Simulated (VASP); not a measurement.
# Pt in VASP: further runs

The runs below take Pt through single point, relaxation of the atoms, with PBEsol.

All numbers are computed with VASP 6.6.1; they aren't measurements. Logs are shortened: lines on timing, memory, paths and dates and some standing lists are left out, and cuts for length are marked.

## 1. The cell of the first run

The cell holds a slab with vacuum, 3 atoms: a = 2.770 Å, b = 2.770 Å, c = 18.524 Å, α = 90.00°, β = 90.00°, γ = 120.00°.

## 2. Single point, PBEsol

Input file INCAR:

```
SYSTEM = Pt
ALGO = Normal ; DIPOL = 0.5 0.5 0.501
EDIFF = 1E-7 ; ENCUT = 520
GGA = PS ; IDIPOL = 3
ISIF = 2 ; ISMEAR = 0
LASPH = .True. ; LCHARG = .False.
LDIPOL = .True. ; LREAL = .False.
LWAVE = .False. ; NBANDS = 22
NELM = 60 ; PREC = Accurate
SIGMA = 0.1
```

Input file KPOINTS:

```
k-points
0
Gamma
  12 12 1
  0 0 0
```

Input file POSCAR:

```
Pt
1.0
    2.7704873136      0.0000000000      0.0000000000
   -1.3852436568      2.3993123945      0.0000000000
    0.0000000000      0.0000000000     18.5241868382
Pt
3
Direct
    0.6666666667      0.3333333333      0.3778843337
    0.3333333333      0.6666666667      0.5007466727
    0.0000000000      0.0000000000      0.6236046922
```

Potentials or basis: VASP PAW PBE potentials, release 64 (Pt).

Run with:

```console
$ cat potpaw_PBE.64/Pt/POTCAR > POTCAR
$ mpirun -np 1 vasp_std > vasp.out
```

OUTCAR:

```text
SYSTEM = Pt
   EDIFF = 1E-7
   ENCUT = 520
   GGA = PS
   ISIF = 2
   ISMEAR = 0
   LASPH = .True.
   LREAL = .False.
   NELM = 60
   PREC = Accurate

 ion  position               nearest neighbor table
   1  0.667  0.333  0.378-   2 2.78   2 2.78   2 2.78
   2  0.333  0.667  0.501-   3 2.78   3 2.78   3 2.78   1 2.78   1 2.78   1 2.78
   3  0.000  0.000  0.624-   2 2.78   2 2.78   2 2.78

  LATTYP: Found a hexagonal cell.
 ALAT       =     2.7704873136
 C/A-ratio  =     6.6862557887

  Lattice vectors:

 A1 = (   2.7704873136,   0.0000000000,   0.0000000000)
 A2 = (  -1.3852436568,   2.3993123945,   0.0000000000)
 A3 = (   0.0000000000,   0.0000000000,  18.5241868382)

Analysis of symmetry for initial positions (statically):
=====================================================================
 Subroutine PRICEL returns:
 Original cell was already a primitive cell.

 Routine SETGRP: Setting up the symmetry group for a
 hexagonal supercell.

 Subroutine GETGRP returns: Found 12 space group operations
 (whereof  6 operations were pure point group operations)
 out of a pool of 24 trial point group operations.

The static configuration has the point symmetry C_3v.
 The point group associated with its full space group is D_3d.

Analysis of symmetry for dynamics (positions and initial velocities):
=====================================================================
 Subroutine PRICEL returns:
 Original cell was already a primitive cell.

 Routine SETGRP: Setting up the symmetry group for a
 hexagonal supercell.

 Subroutine GETGRP returns: Found 12 space group operations
 (whereof  6 operations were pure point group operations)
 out of a pool of 24 trial point group operations.

The dynamic configuration has the point symmetry C_3v.
 The point group associated with its full space group is D_3d.

 Subroutine INISYM returns: Found 12 space group operations
 (whereof  6 operations are pure point group operations),
 and found     1 'primitive' translations

----------------------------------------------------------------------------------------

                                     Primitive cell

  volume of cell :     123.1352

  direct lattice vectors                    reciprocal lattice vectors
     2.770487314  0.000000000  0.000000000     0.360947330  0.208393038  0.000000000
    -1.385243657  2.399312394  0.000000000     0.000000000  0.416786077  0.000000000
     0.000000000  0.000000000 18.524186838     0.000000000  0.000000000  0.053983476

  length of vectors
     2.770487314  2.770487314 18.524186838     0.416786077  0.416786077  0.053983476

  position of ions in fractional coordinates (direct lattice)
     0.666666667  0.333333333  0.377884334
     0.333333333  0.666666667  0.500746673
     0.000000000  0.000000000  0.623604692

  ion indices of the primitive-cell ions
   primitive index   ion index
                 1           1
                 2           2
                 3           3

----------------------------------------------------------------------------------------

 KPOINTS: k-points

Automatic generation of k-mesh.
 Grid dimensions read from file:
 generate k-points for:   12   12    1

 Generating k-lattice:

  Cartesian coordinates                     Fractional coordinates (reciprocal lattice)
     0.030078944  0.017366087  0.000000000     0.083333333  0.000000000  0.000000000
     0.000000000  0.034732173  0.000000000     0.000000000  0.083333333  0.000000000
     0.000000000  0.000000000  0.053983476     0.000000000  0.000000000  1.000000000

  Length of vectors
     0.034732173  0.034732173  0.053983476

  Shift w.r.t. Gamma in fractional coordinates (k-lattice)
     0.000000000  0.000000000  0.000000000

 Subroutine IBZKPT returns following result:
 ===========================================

 Found     19 irreducible k-points:

 Following reciprocal coordinates:
            Coordinates               Weight
  0.000000  0.000000  0.000000      1.000000
  0.083333 -0.000000  0.000000      6.000000
  0.166667  0.000000  0.000000      6.000000
  0.250000 -0.000000  0.000000      6.000000
  0.333333  0.000000  0.000000      6.000000
  0.416667  0.000000  0.000000      6.000000
[... 11 lines left out ...]
  0.333333  0.250000  0.000000     12.000000
  0.333333  0.333333  0.000000      2.000000
   k-points           NKPTS =     19   k-points in BZ     NKDIM =     19   number of bands    NBANDS=     22
   number of dos      NEDOS =    301   number of ions     NIONS =      3
   total plane-waves  NPLWV =  80640
   dimension x,y,z NGX =    24 NGY =   24 NGZ =  140
   dimension x,y,z NGXF=    48 NGYF=   48 NGZF=  280
   ions per type =               3
   NGX,Y,Z   is equivalent  to a cutoff of  14.40, 14.40, 12.56 a.u.
   NGXF,Y,Z  is equivalent  to a cutoff of  28.80, 28.80, 25.13 a.u.
 SYSTEM =  Pt
   PREC   = accura    normal or accurate (medium, high low for compatibility)
   ISTART =      0    job   : 0-new  1-cont  2-samecut
   ICHARG =      2    charge: 1-file 2-atom 10-const
   ISPIN  =      1    spin polarized calculation?
   LNONCOLLINEAR =      F non collinear calculations
   LSORBIT =      F    spin-orbit coupling
   LASPH  =      T    aspherical Exc in radial PAW
   ENCUT  =  520.0 eV  38.22 Ry    6.18 a.u.   5.15  5.15 34.44*2*pi/ulx,y,z
   NELM   =     60;   NELMIN=  2; NELMDL= -5     # of ELM steps
   EDIFF  = 0.1E-06   stopping-criterion for ELM
   LREAL  =      F    real-space projection
   EDIFFG = 0.1E-05   stopping-criterion for IOM
   NSW    =      0    number of steps for IOM
   IBRION =     -1    ionic relax: 0-MD 1-quasi-New 2-CG
   NFREE  =      0    steps in history (QN), initial steepest desc. (CG)
   ISIF   =      2    stress and relaxation
   ISYM   =      2    0-nonsym 1-usesym 2-fastsym
   POTIM  = 0.5000    time-step for ionic-motion
   TEBEG  =    0.0;   TEEND  =   0.0 temperature during run
   PSTRESS=    0.0 pullay stress
   NELECT =      30.0000    total number of electrons
   NUPDOWN=      -1.0000    fix difference up-down
   EMIN   =  10.00;   EMAX   =-10.00  energy-range for DOS
   EFERMI =   0.00;   METHOD = LEGACY
   ISMEAR =     0;   SIGMA  =   0.10  broadening in eV -4-tet -1-fermi 0-gaus
   EFERMI_NEDOS =   21; number of points for ismear=-14 and -15
   IALGO  =     38    algorithm
   IMIX   =      4    mixing-type and parameters
     AMIX     =   0.40;   BMIX     =  1.00
     AMIX_MAG =   1.60;   BMIX_MAG =  1.00
  volume/ion in A,a.u.               =      41.05       276.99
  Fermi-wavevector in a.u.,A,eV,Ry     =   1.022479  1.932206 14.224401  1.045464
  Thomas-Fermi vector in A             =   2.156161
   LORBIT       =      0    0 simple, 1 ext, 2 COOP (PROOUT), +10 PAW based schemes
   GGA     = PS    functional components
   LHFCALC =     F    Hartree Fock is set to
   AEXX    =    0.0000 exact exchange contribution
   IVDW    =     0    specifies the selected vdW correction
   LEPSILON=     F    determine dielectric tensor
   LRPA    =     F    only Hartree local field effects (RPA)
 non-spin polarized calculation
 Gauss-broadening in eV      SIGMA  =   0.10
  energy-cutoff  :      520.00
  volume of cell :      123.14
 maximum number of plane-waves:      3341
 NGX is ok and might be reduce to    24
   NGX = 11   NGY = 11   NGZ = 69

 dipolmoment           0.000000      0.000000      0.000140 electrons x Angstroem

 number of electron      30.0000002 magnetization

 dipolmoment           0.000000      0.000000     -0.000275 electrons x Angstroem

 Free energy of the ion-electron system (eV)
  ---------------------------------------------------
  ext. energy  EPLUGINS =         0.00000000
  ---------------------------------------------------
  free energy    TOTEN  =       -19.33839092 eV

  energy without entropy =      -19.29845896  energy(sigma->0) =      -19.31842494

 E-fermi :   0.2562     XC(G=0):  -5.9582

 val. band max:        0.2434472639   @ k =   0.4167   0.0833   0.0000
 cond. band min:       0.2581738282   @ k =   0.4167   0.0000   0.0000
 fundamental gap:      0.0147265644
 Fermi energy:         0.2562497563

 k-point     1 :       0.0000    0.0000    0.0000
  band No.  band energies     occupation
      1      -9.0215      2.00000
      2      -7.2174      2.00000
      3      -6.7538      2.00000
      4      -3.4201      2.00000
      5      -3.3006      2.00000
      6      -3.3006      2.00000
[... 14 lines left out ...]
     21       6.4490      0.00000
     22       7.3019      0.00000

 k-point     2 :       0.0833   -0.0000    0.0000
  band No.  band energies     occupation
      1      -8.7772      2.00000
      2      -6.9705      2.00000
      3      -6.5187      2.00000
      4      -3.5273      2.00000
      5      -3.4290      2.00000
      6      -3.2608      2.00000
[... 14 lines left out ...]
     21       6.6494      0.00000
     22       7.4386      0.00000

 k-point     3 :       0.1667    0.0000    0.0000
  band No.  band energies     occupation
      1      -8.0995      2.00000
      2      -6.3302      2.00000
      3      -5.9113      2.00000
      4      -3.9897      2.00000
      5      -3.7617      2.00000
      6      -3.3990      2.00000
[... 14 lines left out ...]
     21       7.2470      0.00000
     22       7.8498      0.00000
[... 351 lines left out ...]
 k-point    18 :       0.3333    0.2500    0.0000
  band No.  band energies     occupation
      1      -5.2142      2.00000
      2      -5.1254      2.00000
      3      -4.7511      2.00000
      4      -4.4071      2.00000
      5      -3.9368      2.00000
      6      -3.6534      2.00000
[... 14 lines left out ...]
     21       8.3129      0.00000
     22       9.3732      0.00000

 k-point    19 :       0.3333    0.3333    0.0000
  band No.  band energies     occupation
      1      -4.9244      2.00000
      2      -4.8168      2.00000
      3      -4.8146      2.00000
      4      -4.2228      2.00000
      5      -4.2222      2.00000
      6      -3.2427      2.00000
[... 14 lines left out ...]
     21       7.6722      0.00000
     22       9.7935      0.00000

------------------------ aborting loop because EDIFF is reached ----------------------------------------

 vacuum level on the upper side and lower side of the slab       (xc-potential included)        -0.093        -0.085

  FORCE on cell =-STRESS in cart. coord.  units (eV):
  Direction    XX          YY          ZZ          XY          YZ          ZX
  --------------------------------------------------------------------------------------
  -------------------------------------------------------------------------------------
  Total       -5.2610510     -5.2610510     -0.1147197      0.0000000      0.0000000      0.0000000
  in kB      -68.4543391    -68.4543391     -1.4926789      0.0000000      0.0000000      0.0000000
  external PRESSURE =     -46.1337857 kB  Pullay stress =       0.0000000 kB

 VOLUME and BASIS-vectors are now :
 -----------------------------------------------------------------------------
  energy-cutoff  :      520.00
  volume of cell :      123.14
      direct lattice vectors                 reciprocal lattice vectors
     2.770487314  0.000000000  0.000000000     0.360947330  0.208393038  0.000000000
    -1.385243657  2.399312394  0.000000000     0.000000000  0.416786077  0.000000000
     0.000000000  0.000000000 18.524186838     0.000000000  0.000000000  0.053983476

 POSITION                                       TOTAL-FORCE (eV/Angst)
 -----------------------------------------------------------------------------------
      1.38524      0.79977      7.00000        -0.000000     -0.000000      0.017129
     -0.00000      1.59954      9.27592         0.000000      0.000000     -0.000000
      0.00000      0.00000     11.55177         0.000000      0.000000     -0.017129
 -----------------------------------------------------------------------------------
    total drift:                               -0.000000      0.000000     -0.040957

  FREE ENERGIE OF THE ION-ELECTRON SYSTEM (eV)
  ---------------------------------------------------
  free  energy   TOTEN  =       -19.3383909201 eV

  energy  without entropy=      -19.2984589564  energy(sigma->0) =      -19.31842494

 vacuum level on the upper side and lower side of the slab         6.107         6.117
```

Wall time 89 s (1 thread of AMD EPYC 7R43 (Zen 3), shared host); peak memory 0.23 GiB.

Results:

```yaml
Free_energy: -19.3384 eV
Largest_force: 0.017 eV/Å
Band_gap_on_the_k_mesh: zero (bands 15 and 16 overlap by 1.36 eV)
```

Forces on the atoms (eV/Å):
```
Pt   0.000  0.000  0.017
Pt   0.000  0.000  0.000
Pt   0.000  0.000 -0.017
```

Levels at points of the mesh, in eV from the Fermi level:
| k point | band 11 | band 12 | band 13 | band 14 | band 15 | band 16 | band 17 | band 18 | band 19 | band 20 |
| --- | --- | --- | --- | --- | --- | --- | --- | --- | --- | --- |
| (0.00, 0.00, 0.00) | -2.97 | -1.40 | -1.40 | -0.75 | -0.68 | -0.68 | 0.01 | 0.01 | 0.79 | 5.58 |
| (0.50, 0.00, 0.00) | -0.14 | -0.10 | 0.22 | 0.59 | 0.64 | 1.13 | 2.88 | 2.89 | 6.08 | 6.25 |

Caveat: the PAW data sets were made with another functional, which shifts forces and pressure a little; spin-orbit coupling is left out, which moves the levels of the heavy elements.

## 3. Relaxation of the atoms, PBEsol

Input file INCAR:

```
PREC = Accurate ; ENCUT = 520
EDIFF = 1E-6 ; ISMEAR = 0
SIGMA = 0.1 ; LREAL = F
LASPH = T ; NELM = 100
ALGO = Normal ; ISIF = 2
LWAVE = F ; LCHARG = F
LDIPOL = T ; IDIPOL = 3
DIPOL = 0.5 0.5 0.500 ; GGA = PS
IBRION = 2 ; NSW = 70
EDIFFG = -0.03
```

Input file KPOINTS:

```
regular mesh
0
Gamma
  12 12 1
```

Input file POSCAR:

```
Pt
1.0
    2.7704873136      0.0000000000      0.0000000000
   -1.3852436568      2.3993123945      0.0000000000
    0.0000000000      0.0000000000     18.5241868382
Pt
3
Selective dynamics
Direct
    0.6666666667      0.3333333333      0.3778843337  F F F
    0.3333333333      0.6666666667      0.5000000000  T T T
    0.0000000000      0.0000000000      0.6221156663  T T T
```

Potentials or basis: VASP PAW PBE potentials, release 64 (Pt).

Run with:

```console
$ cat potpaw_PBE.64/Pt/POTCAR > POTCAR
$ mpirun -np 1 vasp_std > vasp.out
```

Run time: 3.5 min. Hardware: 1 thread of AMD EPYC 7R43 (Zen 3), shared host; peak memory 0.24 GiB.

Results (log left out):

| Item | Value |
| --- | --- |
| Free energy | -19.3384 eV |
| Energy gained by relaxing | 0.3 meV/atom |
| Ionic steps | 8 |
| Band gap on the k mesh | zero (bands 15 and 16 overlap by 1.37 eV) |

Step by step:
| step | energy change (eV) | largest force on free atoms (eV/Å) | pressure (GPa) |
| --- | --- | --- | --- |
| 1 | 0.0000 | 0.0720 | -4.20 |
| 2 | -0.0002 | 0.0483 | -4.25 |
| 3 | -0.0003 | 0.0446 | -4.30 |
| 4 | -0.0004 | 0.0847 | -4.40 |
| 5 | -0.0005 | 0.0748 | -4.43 |
| 6 | -0.0007 | 0.0432 | -4.53 |
| 7 | -0.0008 | 0.0304 | -4.57 |
| 8 | -0.0008 | 0.0110 | -4.55 |

Final structure:
```xyz
3
Lattice="2.7705 0.0000 0.0000 -1.3852 2.3993 0.0000 0.0000 0.0000 18.5242" Properties=species:S:1:pos:R:3 pbc="T T T"
Pt    1.3852    0.7998    7.0000
Pt    0.0000    1.5995    9.2728
Pt    0.0000    0.0000   11.5473
```

Levels at points of the mesh, in eV from the Fermi level:
```csv
k point,band 11,band 12,band 13,band 14,band 15,band 16,band 17,band 18,band 19
"(0.00, 0.00, 0.00)",-2.97,-1.40,-1.40,-0.75,-0.68,-0.68,0.01,0.01,0.79
"(0.50, 0.00, 0.00)",-0.14,-0.10,0.22,0.59,0.64,1.12,2.88,2.89,6.08
```

Caveat: the PAW data sets were made with another functional, which shifts forces and pressure a little; spin-orbit coupling is left out, which moves the levels of the heavy elements.
